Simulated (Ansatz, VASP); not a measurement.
**Ga4AsP3 in VASP and in Ansatz**

Contents of INCAR:

```
SYSTEM = Ga4AsP3
PREC = Accurate
ENCUT = 600
EDIFF = 1E-6
ISMEAR = 0
SIGMA = 0.1
LREAL = .False.
LASPH = .True.
NELM = 60
ALGO = Normal
ISIF = 3
LWAVE = .False.
LCHARG = .False.
GGA = PE
IBRION = 2
NSW = 80
EDIFFG = -0.025
```

File KPOINTS:

```
Automatic mesh
0
Gamma
  4 4 2
  0 0 0
```

The input POSCAR:

```
Ga4AsP3
1.0
    3.9260228798      0.0283910021      0.0467349725
    0.0283910021      3.9792141479     -0.0305987097
    0.1321943273     -0.0865513688     11.3060704668
Ga P As
4 3 1
Direct
    0.5234717440      0.0317820437      0.8625138569
    1.0344128513      0.4886416205      0.6235134671
    0.5054604230     -0.0665243812      0.3743683656
    0.0255824619      0.4336072918      0.1301273759
    0.0081706887      0.0384339506      0.5260671102
    0.5055216891      0.5066150794      0.2353541648
    0.4369181466      0.5577186395      0.7491258499
   -0.0395380045      0.0097257557      0.9989298097
```

Input for Ansatz:

```yaml
crystal:
  lattice:
    - [3.9260228798, 0.0283910021, 0.0467349725]
    - [0.0283910021, 3.9792141479, -0.0305987097]
    - [0.1321943273, -0.0865513688, 11.3060704668]
  atoms:
    - { symbol: Ga, position: [0.523471744, 0.0317820437, 0.8625138569] }
    - { symbol: Ga, position: [1.0344128513, 0.4886416205, 0.6235134671] }
    - { symbol: Ga, position: [0.505460423, -0.0665243812, 0.3743683656] }
    - { symbol: Ga, position: [0.0255824619, 0.4336072918, 0.1301273759] }
    - { symbol: P, position: [0.0081706887, 0.0384339506, 0.5260671102] }
    - { symbol: P, position: [0.5055216891, 0.5066150794, 0.2353541648] }
    - { symbol: P, position: [0.4369181466, 0.5577186395, 0.7491258499] }
    - { symbol: As, position: [-0.0395380045, 0.0097257557, 0.9989298097] }
basis:
  ecutwfc: 420
kpoints:
  mp_grid: { grid: [4, 4, 2] }
hamiltonian:
  xc: pbe
scf:
  occupations: { method: gaussian, width: 0.1 }
  lower_state_search: "off"
output:
  forces: true
  stress: true
  eigenvalues: true
relax:
  adjacent_minimum: "off"
  f_tol: 0.025
  max_steps: 60
  cell: { stress_tol: 0.25 }
```

Change from the starting cell: cell x1, atoms moved at random (sigma 0.15 Å) and cell strained at random (1.5 %), then relaxed without symmetry.

Alike in both runs: task relaxation of cell and atoms; functional PBE; k mesh 4 × 4 × 2; occupations gaussian, width 0.1 eV; no spin polarisation.

|  | VASP | Ansatz |
| --- | --- | --- |
| version | VASP 6.6.1 | Ansatz 0.2.0 |
| potentials or method | VASP PAW PBE potentials, release 64 (Ga_d, P, As), cutoff 600 eV | scalar-relativistic, plane waves, PAW |
| valence electrons in the cell | 72 | 82 |

VASP gave:

* gap on the k mesh at the Fermi level, each at its own relaxed structure (eV): 1.15
* relaxed volume (Å³/atom): 21.57
* relaxed cell length with the largest relative difference (Å): 3.954

Q: Estimate Ansatz's values.

A: gap on the k mesh at the Fermi level, each at its own relaxed structure (eV): 1.15; relaxed volume (Å³/atom): 21.56; relaxed cell length with the largest relative difference (Å): 3.953.

VASP's potentials hold 72 valence electrons a cell and Ansatz's 82, so a difference there can come from the potentials and not from the codes.
